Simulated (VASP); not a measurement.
# WS2 in VASP: settings compared

Aim: see how the results for WS2 move with the level of theory and the settings. Levels: LDA, PBEsol, r2SCAN. Tasks: single point.

All numbers are computed with VASP 6.6.1; they aren't measurements. Logs are shortened: lines on timing, memory, paths and dates and some standing lists are left out, and cuts for length are marked.

## 1. The cell of the first run

The cell holds a slab with vacuum, 9 atoms: a = 3.183 Å, b = 3.183 Å, c = 28.532 Å, α = 90.00°, β = 90.00°, γ = 120.00°.

## 2. Single point, LDA

The input, INCAR:

```
SYSTEM = WS2
ALGO = Normal
EDIFF = 1E-7
ENCUT = 520
ISIF = 2
ISMEAR = 0
LASPH = .True.
LCHARG = .True.
LELF = .True.
LREAL = .False.
LVHAR = .True.
LWAVE = .False.
NBANDS = 49
NELM = 60
PREC = Accurate
SIGMA = 0.02
```

The input, KPOINTS:

```
k-points
0
Gamma
  12 12 1
  0 0 0
```

The input, POSCAR:

```
WS2
1.0
    3.1829541699      0.0000000000      0.0000000000
   -1.5914770850      2.7565191702      0.0000000000
    0.0000000000      0.0000000000     28.5322178600
W S
3 6
Direct
    0.6666666667      0.3333333333      0.6592864300
    0.3333333333      0.6666666667      0.8855337800
    0.3333333333      0.6666666667      0.4343616800
    0.6666666667      0.3333333333      0.9401857300
    0.6666666667      0.3333333333      0.4890304200
    0.3333333333      0.6666666667      0.7139522100
    0.6666666667      0.3333333333      0.8308482800
    0.6666666667      0.3333333333      0.3797102500
    0.3333333333      0.6666666667      0.6046252100
```

Potentials or basis: VASP PAW LDA potentials, release 64 (W_sv, S).

Run with:

```bash
> cat potpaw_LDA.64/W_sv/POTCAR potpaw_LDA.64/S/POTCAR > POTCAR
> mpirun -np 1 vasp_std > vasp.out
```

OUTCAR:

```text
SYSTEM = WS2
   EDIFF = 1E-7
   ENCUT = 520
   ISIF = 2
   ISMEAR = 0
   LASPH = .True.
   LREAL = .False.
   NELM = 60
   PREC = Accurate

 ion  position               nearest neighbor table
   1  0.667  0.333  0.659-   9 2.41   9 2.41   9 2.41   6 2.41   6 2.41   6 2.41
   2  0.333  0.667  0.886-   4 2.41   4 2.41   4 2.41   7 2.41   7 2.41   7 2.41
   3  0.333  0.667  0.434-   8 2.41   8 2.41   8 2.41   5 2.41   5 2.41   5 2.41
   4  0.667  0.333  0.940-   2 2.41   2 2.41   2 2.41
   5  0.667  0.333  0.489-   3 2.41   3 2.41   3 2.41
   6  0.333  0.667  0.714-   1 2.41   1 2.41   1 2.41
   7  0.667  0.333  0.831-   2 2.41   2 2.41   2 2.41
   8  0.667  0.333  0.380-   3 2.41   3 2.41   3 2.41
   9  0.333  0.667  0.605-   1 2.41   1 2.41   1 2.41

  LATTYP: Found a hexagonal cell.
 ALAT       =     3.1829541699
 C/A-ratio  =     8.9640680754

  Lattice vectors:

 A1 = (   3.1829541699,   0.0000000000,   0.0000000000)
 A2 = (  -1.5914770850,   2.7565191702,   0.0000000000)
 A3 = (   0.0000000000,   0.0000000000,  28.5322178600)

Analysis of symmetry for initial positions (statically):
=====================================================================
 Subroutine PRICEL returns:
 Original cell was already a primitive cell.

 Routine SETGRP: Setting up the symmetry group for a
 hexagonal supercell.

 Subroutine GETGRP returns: Found  6 space group operations
 (whereof  6 operations were pure point group operations)
 out of a pool of 24 trial point group operations.

The static configuration has the point symmetry C_3v.

Analysis of symmetry for dynamics (positions and initial velocities):
=====================================================================
 Subroutine PRICEL returns:
 Original cell was already a primitive cell.

 Routine SETGRP: Setting up the symmetry group for a
 hexagonal supercell.

 Subroutine GETGRP returns: Found  6 space group operations
 (whereof  6 operations were pure point group operations)
 out of a pool of 24 trial point group operations.

The dynamic configuration has the point symmetry C_3v.

 Subroutine INISYM returns: Found  6 space group operations
 (whereof  6 operations are pure point group operations),
 and found     1 'primitive' translations

----------------------------------------------------------------------------------------

                                     Primitive cell

  volume of cell :     250.3381

  direct lattice vectors                    reciprocal lattice vectors
     3.182954170  0.000000000  0.000000000     0.314173547  0.181388182  0.000000000
    -1.591477085  2.756519170  0.000000000     0.000000000  0.362776363  0.000000000
     0.000000000  0.000000000 28.532217860     0.000000000  0.000000000  0.035048099

  length of vectors
     3.182954170  3.182954170 28.532217860     0.362776363  0.362776363  0.035048099

  position of ions in fractional coordinates (direct lattice)
     0.666666667  0.333333333  0.659286430
     0.333333333  0.666666667  0.885533780
     0.333333333  0.666666667  0.434361680
     0.666666667  0.333333333  0.940185730
     0.666666667  0.333333333  0.489030420
     0.333333333  0.666666667  0.713952210
     0.666666667  0.333333333  0.830848280
     0.666666667  0.333333333  0.379710250
     0.333333333  0.666666667  0.604625210

  ion indices of the primitive-cell ions
   primitive index   ion index
                 1           1
                 2           2
                 3           3
                 4           4
                 5           5
                 6           6
                 7           7
                 8           8
                 9           9

----------------------------------------------------------------------------------------

 KPOINTS: k-points

Automatic generation of k-mesh.
 Grid dimensions read from file:
 generate k-points for:   12   12    1

 Generating k-lattice:

  Cartesian coordinates                     Fractional coordinates (reciprocal lattice)
     0.026181129  0.015115682  0.000000000     0.083333333  0.000000000  0.000000000
     0.000000000  0.030231364  0.000000000     0.000000000  0.083333333  0.000000000
     0.000000000  0.000000000  0.035048099     0.000000000  0.000000000  1.000000000

  Length of vectors
     0.030231364  0.030231364  0.035048099

  Shift w.r.t. Gamma in fractional coordinates (k-lattice)
     0.000000000  0.000000000  0.000000000

 Subroutine IBZKPT returns following result:
 ===========================================

 Found     19 irreducible k-points:

 Following reciprocal coordinates:
            Coordinates               Weight
  0.000000  0.000000  0.000000      1.000000
  0.083333  0.000000  0.000000      6.000000
  0.166667  0.000000  0.000000      6.000000
  0.250000  0.000000  0.000000      6.000000
  0.333333  0.000000  0.000000      6.000000
  0.416667  0.000000  0.000000      6.000000
[... 11 lines left out ...]
  0.333333  0.250000  0.000000     12.000000
  0.333333  0.333333  0.000000      2.000000
   k-points           NKPTS =     19   k-points in BZ     NKDIM =     19   number of bands    NBANDS=     49
   number of dos      NEDOS =    301   number of ions     NIONS =      9
   total plane-waves  NPLWV = 124416
   dimension x,y,z NGX =    24 NGY =   24 NGZ =  216
   dimension x,y,z NGXF=    48 NGYF=   48 NGZF=  432
   ions per type =               3   6
   NGX,Y,Z   is equivalent  to a cutoff of  12.54, 12.54, 12.59 a.u.
   NGXF,Y,Z  is equivalent  to a cutoff of  25.07, 25.07, 25.17 a.u.
 SYSTEM =  WS2
   PREC   = accura    normal or accurate (medium, high low for compatibility)
   ISTART =      0    job   : 0-new  1-cont  2-samecut
   ICHARG =      2    charge: 1-file 2-atom 10-const
   ISPIN  =      1    spin polarized calculation?
   LNONCOLLINEAR =      F non collinear calculations
   LSORBIT =      F    spin-orbit coupling
   LASPH  =      T    aspherical Exc in radial PAW
   ENCUT  =  520.0 eV  38.22 Ry    6.18 a.u.   5.92  5.92 53.05*2*pi/ulx,y,z
   NELM   =     60;   NELMIN=  2; NELMDL= -5     # of ELM steps
   EDIFF  = 0.1E-06   stopping-criterion for ELM
   LREAL  =      F    real-space projection
   EDIFFG = 0.1E-05   stopping-criterion for IOM
   NSW    =      0    number of steps for IOM
   IBRION =     -1    ionic relax: 0-MD 1-quasi-New 2-CG
   NFREE  =      0    steps in history (QN), initial steepest desc. (CG)
   ISIF   =      2    stress and relaxation
   ISYM   =      2    0-nonsym 1-usesym 2-fastsym
   POTIM  = 0.5000    time-step for ionic-motion
   TEBEG  =    0.0;   TEEND  =   0.0 temperature during run
   PSTRESS=    0.0 pullay stress
   NELECT =      78.0000    total number of electrons
   NUPDOWN=      -1.0000    fix difference up-down
   EMIN   =  10.00;   EMAX   =-10.00  energy-range for DOS
   EFERMI =   0.00;   METHOD = LEGACY
   ISMEAR =     0;   SIGMA  =   0.02  broadening in eV -4-tet -1-fermi 0-gaus
   EFERMI_NEDOS =   21; number of points for ismear=-14 and -15
   IALGO  =     38    algorithm
   IMIX   =      4    mixing-type and parameters
     AMIX     =   0.40;   BMIX     =  1.00
     AMIX_MAG =   1.60;   BMIX_MAG =  1.00
  volume/ion in A,a.u.               =      27.82       187.71
  Fermi-wavevector in a.u.,A,eV,Ry     =   1.109849  2.097311 16.759190  1.231766
  Thomas-Fermi vector in A             =   2.246394
   LORBIT       =      0    0 simple, 1 ext, 2 COOP (PROOUT), +10 PAW based schemes
   GGA     = CA    functional components
   LHFCALC =     F    Hartree Fock is set to
   AEXX    =    0.0000 exact exchange contribution
   IVDW    =     0    specifies the selected vdW correction
   LEPSILON=     F    determine dielectric tensor
   LRPA    =     F    only Hartree local field effects (RPA)
 non-spin polarized calculation
 Gauss-broadening in eV      SIGMA  =   0.02
  energy-cutoff  :      520.00
  volume of cell :      250.34
 maximum number of plane-waves:      6780
 NGX is ok and might be reduce to    24
   NGX = 11   NGY = 11   NGZ =107

 number of electron      78.0000002 magnetization

 Free energy of the ion-electron system (eV)
  ---------------------------------------------------
  ext. energy  EPLUGINS =         0.00000000
  ---------------------------------------------------
  free energy    TOTEN  =       -78.53570036 eV

  energy without entropy =      -78.53570036  energy(sigma->0) =      -78.53570036

 E-fermi :   2.6445     XC(G=0):  -7.6732

 val. band max:        2.5477616171   @ k =   0.0000   0.0000   0.0000
 cond. band min:       3.8655078156   @ k =   0.3333   0.3333   0.0000
 fundamental gap:      1.3177461985
 Fermi energy:         2.6445332928

 k-point     1 :       0.0000    0.0000    0.0000
  band No.  band energies     occupation
      1     -71.4521      2.00000
      2     -71.4514      2.00000
      3     -71.4512      2.00000
      4     -35.9606      2.00000
      5     -35.9599      2.00000
      6     -35.9597      2.00000
[... 41 lines left out ...]
     48       5.1872      0.00000
     49       5.2133      0.00000

 k-point     2 :       0.0833    0.0000    0.0000
  band No.  band energies     occupation
      1     -71.4509      2.00000
      2     -71.4502      2.00000
      3     -71.4501      2.00000
      4     -35.9565      2.00000
      5     -35.9557      2.00000
      6     -35.9555      2.00000
[... 41 lines left out ...]
     48       5.1170      0.00000
     49       5.2030      0.00000

 k-point     3 :       0.1667    0.0000    0.0000
  band No.  band energies     occupation
      1     -71.4478      2.00000
      2     -71.4471      2.00000
      3     -71.4469      2.00000
      4     -35.9450      2.00000
      5     -35.9443      2.00000
      6     -35.9440      2.00000
[... 821 lines left out ...]
     48       5.9352      0.00000
     49       7.1883      0.00000

 k-point    19 :       0.3333    0.3333    0.0000
  band No.  band energies     occupation
      1     -71.4326      2.00000
      2     -71.4319      2.00000
      3     -71.4318      2.00000
      4     -36.0556      2.00000
      5     -36.0546      2.00000
      6     -36.0542      2.00000
[... 41 lines left out ...]
     48       6.1319      0.00000
     49       7.5281      0.00000

------------------------ aborting loop because EDIFF is reached ----------------------------------------

  FORCE on cell =-STRESS in cart. coord.  units (eV):
  Direction    XX          YY          ZZ          XY          YZ          ZX
  --------------------------------------------------------------------------------------
  -------------------------------------------------------------------------------------
  Total       -6.3043232     -6.3043232     -3.9244116      0.0000000     -0.0000000      0.0000000
  in kB      -40.3480096    -40.3480096    -25.1164468      0.0000000     -0.0000000      0.0000000
  external PRESSURE =     -35.2708220 kB  Pullay stress =       0.0000000 kB

 VOLUME and BASIS-vectors are now :
 -----------------------------------------------------------------------------
  energy-cutoff  :      520.00
  volume of cell :      250.34
      direct lattice vectors                 reciprocal lattice vectors
     3.182954170  0.000000000  0.000000000     0.314173547  0.181388182  0.000000000
    -1.591477085  2.756519170  0.000000000     0.000000000  0.362776363  0.000000000
     0.000000000  0.000000000 28.532217860     0.000000000  0.000000000  0.035048099

 POSITION                                       TOTAL-FORCE (eV/Angst)
 -----------------------------------------------------------------------------------
      1.59148      0.91884     18.81090        -0.000000      0.000000      0.003864
     -0.00000      1.83768     25.26624        -0.000000      0.000000     -0.004753
     -0.00000      1.83768     12.39330        -0.000000     -0.000000     -0.004307
      1.59148      0.91884     26.82558         0.000000     -0.000000     -0.354115
      1.59148      0.91884     13.95312        -0.000000     -0.000000     -0.268409
     -0.00000      1.83768     20.37064         0.000000     -0.000000     -0.268201
      1.59148      0.91884     23.70594         0.000000     -0.000000      0.276829
      1.59148      0.91884     10.83398         0.000000     -0.000000      0.352879
     -0.00000      1.83768     17.25130         0.000000     -0.000000      0.266213
 -----------------------------------------------------------------------------------
    total drift:                                0.000000      0.000000     -0.000272

  FREE ENERGIE OF THE ION-ELECTRON SYSTEM (eV)
  ---------------------------------------------------
  free  energy   TOTEN  =       -78.5357003584 eV

  energy  without entropy=      -78.5357003584  energy(sigma->0) =      -78.53570036
```

Run time: 5.2 min. Hardware: 1 thread of AMD EPYC 9R14 (Zen 4), shared host; peak memory 0.34 GiB.

What came out:

```
Free energy            : -78.5357 eV
Largest force          : 0.354 eV/Å
Band gap on the k mesh : 1.32 eV (least direct gap 1.75 eV)
```

Forces on the atoms (eV/Å):
```
W    0.000  0.000  0.004
W    0.000  0.000 -0.005
W    0.000  0.000 -0.004
S    0.000  0.000 -0.354
S    0.000  0.000 -0.268
S    0.000  0.000 -0.268
S    0.000  0.000  0.277
S    0.000  0.000  0.353
S    0.000  0.000  0.266
```

Levels at points of the mesh, in eV from the valence-band top:
| k point | band 35 | band 36 | band 37 | band 38 | band 39 | band 40 | band 41 | band 42 | band 43 | band 44 |
| --- | --- | --- | --- | --- | --- | --- | --- | --- | --- | --- |
| (0.00, 0.00, 0.00) | -2.08 | -1.89 | -0.73 | -0.31 | 0.00 | 2.43 | 2.43 | 2.43 | 2.43 | 2.44 |
| (0.50, 0.00, 0.00) | -1.69 | -1.66 | -1.39 | -1.35 | -1.32 | 2.34 | 2.36 | 2.36 | 2.75 | 2.82 |

Caveat: there is no dipole correction, which matters where the two faces differ; spin-orbit coupling is left out, which moves the levels of the heavy elements.

## 3. Single point, PBEsol

The input, INCAR:

```
SYSTEM = WS2
  PREC = Accurate
  ENCUT = 520
  EDIFF = 1E-7
  ISMEAR = 0
  SIGMA = 0.02
  LREAL = .False.
  LASPH = .True.
  NELM = 80
  ALGO = Normal
  ISIF = 2
  LWAVE = .False.
  LCHARG = .False.
  GGA = PS
  NBANDS = 49
```

The input, KPOINTS:

```
regular mesh
0
Gamma
  12 12 1
  0 0 0
```

POSCAR is that of step 2.

Potentials or basis: VASP PAW PBE potentials, release 64 (W_sv, S).

Run with:

```bash
> cat potpaw_PBE.64/W_sv/POTCAR potpaw_PBE.64/S/POTCAR > POTCAR
> mpirun -np 1 vasp_std > vasp.out
```

Wall time 5.5 min (1 thread of AMD EPYC 9R14 (Zen 4), shared host); peak memory 0.41 GiB.

The run converged. Its results:

```
Free energy            : -75.7610 eV
Largest force          : 0.100 eV/Å
Band gap on the k mesh : 1.34 eV (least direct gap 1.75 eV)
```

Forces on the atoms (eV/Å):
```
W    0.000  0.000  0.004
W    0.000  0.000 -0.002
W    0.000  0.000 -0.007
S    0.000  0.000 -0.100
S    0.000  0.000 -0.082
S    0.000  0.000 -0.080
S    0.000  0.000  0.089
S    0.000  0.000  0.099
S    0.000  0.000  0.079
```

Levels at points of the mesh, in eV from the valence-band top:
| k point | band 35 | band 36 | band 37 | band 38 | band 39 | band 40 | band 41 | band 42 | band 43 | band 44 |
| --- | --- | --- | --- | --- | --- | --- | --- | --- | --- | --- |
| (0.00, 0.00, 0.00) | -2.08 | -1.91 | -0.70 | -0.30 | 0.00 | 2.45 | 2.45 | 2.45 | 2.45 | 2.45 |
| (0.50, 0.00, 0.00) | -1.72 | -1.68 | -1.43 | -1.38 | -1.35 | 2.39 | 2.40 | 2.41 | 2.79 | 2.86 |

Caveat: there is no dipole correction, which matters where the two faces differ; the PAW data sets were made with another functional, which shifts forces and pressure a little; spin-orbit coupling is left out, which moves the levels of the heavy elements.

(Continued in part 2 of 2.)
